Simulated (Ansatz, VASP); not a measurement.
**Two plane-wave programs on Re**

```
Re
1.0
     2.73919    0.00000    0.00000
    -1.36959    2.37221    0.00000
     0.00000    0.00000    4.41187
Re
2
Cartesian
  0.0000 1.5815 1.1030
  1.3696 0.7907 3.3089
```

Alike in both runs: task single point; functional LDA; k mesh 13 × 13 × 7; occupations gaussian, width 1 eV; no spin polarisation.

|  | VASP | Ansatz |
| --- | --- | --- |
| version | VASP 6.6.1 | Ansatz 0.2.0 |
| potentials or method | VASP PAW LDA potentials, release 64 (Re_sv_GW), cutoff 560 eV | plane waves (420 eV) with PAW, scalar-relativistic |
| valence electrons in the cell | 30 | 30 |

VASP gave:

```
pressure (GPa)                                                : 2.7
traceless stress, the component that is largest in VASP (GPa) : -1.53
```

Problem. Which values does Ansatz return?

Solution. Pressure (GPa): 2.7; traceless stress, the component that is largest in VASP (GPa): -1.49.

Ansatz warns that its potentials were made for another functional, while VASP's fit it. LDA's correlation is that of Perdew and Zunger in VASP and of Perdew and Wang (1992) in Ansatz.

Neither program's run includes spin-orbit coupling.
